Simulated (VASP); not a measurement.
Crystal: HfB2.

```xyz
3
Lattice="3.1189 0.0000 0.0000 -1.5595 2.7011 0.0000 0.0000 0.0000 3.4566" Properties=species:S:1:pos:R:3 pbc="T T T"
Hf    0.0000    0.0000    0.0000
B     1.5595    0.9004    1.7283
B     0.0000    1.8007    1.7283
```

Base run:

| Quantity | Value |
| --- | --- |
| Program | VASP 6.6.1 |
| Functional | PBE |
| Potentials or basis | VASP PAW PBE potentials, release 64 (Hf_pv, B) |
| Cutoff | 520 eV |
| k mesh | 10 × 10 × 8 |
| Occupations | fermi-dirac, width 0.05 eV |
| Spin | no spin polarisation |

Its results: band gap on the k mesh zero (band 8 reaches 8.43 eV, above the bottom of band 9 at 7.58 eV); pressure 6.4 GPa.

Q: After a change of settings the same cell gave: band gap on the k mesh zero (band 8 reaches 8.29 eV, above the bottom of band 9 at 7.45 eV); pressure 0.8 GPa. Which change was it?
A. functional from PBE to LDA; potentials or basis from VASP PAW PBE potentials, release 64 (Hf_pv, B) to VASP PAW LDA potentials, release 64 (Hf_pv, B)
B. functional from PBE to PBEsol
C. functional from PBE to r2SCAN; further incar settings from ALGO = Normal; EDIFF = 1e-06; NBANDS = 15 to ALGO = Normal; EDIFF = 1e-07; NBANDS = 15
D. further incar settings from ALGO = Normal; EDIFF = 1e-06; NBANDS = 15 to ALGO = Normal; EDIFF = 1e-07; NBANDS = 15

A: B.

PBEsol binds more tightly than PBE, so the same cell stands under less pressure.

Caveats: spin-orbit coupling is left out, which moves the levels of the heavy elements; the PAW data sets were made with another functional, which shifts forces and pressure a little (some runs).
